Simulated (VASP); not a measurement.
Crystal: Cr.

```
CELL_PARAMETERS angstrom
2.88390 0.00000 0.00000
0.00000 2.88390 0.00000
0.00000 0.00000 2.88390
ATOMIC_POSITIONS crystal
Cr 0.00000 0.00000 0.00000
Cr 0.50000 0.50000 0.50000
```

| Item | Value |
| --- | --- |
| Program | VASP 6.6.1 |
| Task | relaxation of cell and atoms |
| Functional | PBE |
| Potentials or basis | VASP PAW PBE potentials, release 64 (Cr_pv) |
| Cutoff | 600 eV |
| k mesh | 11 × 11 × 11 |
| Occupations | fermi-dirac, width 0.05 eV |
| Spin | collinear spin, antiferromagnetic start |
| Starting moments | [1.5, -1.5] μB |

At the start: pressure -3.5 GPa; volume 11.99 Å³/atom.

Question: Where does the relaxation end?

Answer: Over 3 steps the energy falls by 2.7 meV/atom and the volume is 11.75 Å³/atom (-2.0 %); space group Im-3m (No. 229, to 0.05 Å); moment 0.00 μB per cell.

Step by step:
```
step  energy change (eV)  largest force (eV/Å)  pressure (GPa)  volume (Å³)
   1              0.0000                0.0000           -3.46        23.99
   2             -0.0010                0.0000            3.72        23.10
   3             -0.0053                0.0000            0.02        23.50
```

Final structure:
```
Cr
1.0
     2.86436    0.00000    0.00000
     0.00000    2.86436    0.00000
     0.00000    0.00000    2.86436
Cr
2
Cartesian
  0.0000 0.0000 0.0000
  1.4322 1.4322 1.4322
```
